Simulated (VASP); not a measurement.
The system is Au.

```
Au
1.0
     2.91713    0.00000    0.00000
    -1.45857    2.52631    0.00000
     0.00000    0.00000    7.33357
Au
3
Direct
  0.00000 0.00000 0.00000
  0.33333 0.66667 0.33333
  0.66667 0.33333 0.66667
```

| Quantity | Value |
| --- | --- |
| Program | VASP 6.6.1 |
| Task | relaxation of cell and atoms |
| Functional | PBE |
| Potentials or basis | VASP PAW PBE potentials, release 64 (Au) |
| Cutoff | 600 eV |
| k mesh | 18 × 18 × 7 |
| Occupations | gaussian, width 0.1 eV |
| Spin | no spin polarisation |

At the start: pressure -0.4 GPa; volume 18.02 Å³/atom.

Task: How do energy, volume and symmetry change on relaxing?

Result: Over 5 steps the energy falls by 3.3 meV/atom and the volume is 17.95 Å³/atom (-0.4 %); space group Fm-3m (No. 225, to 0.1 Å) before and after.

The path:
```csv
step,energy change (eV),largest force (eV/Å),pressure (GPa),volume (Å³)
1,0.0000,0.0000,-0.39,54.05
2,-0.0050,0.0000,0.45,53.70
3,-0.0066,0.0000,1.19,53.42
4,-0.0091,0.0000,0.63,53.63
5,-0.0100,0.0000,0.03,53.85
```

Final structure:
```
CELL_PARAMETERS angstrom
2.95043 0.00000 0.00000
-1.47522 2.55515 0.00000
0.00000 0.00000 7.14346
ATOMIC_POSITIONS crystal
Au 0.00000 0.00000 0.00000
Au 0.33333 0.66667 0.33333
Au 0.66667 0.33333 0.66667
```
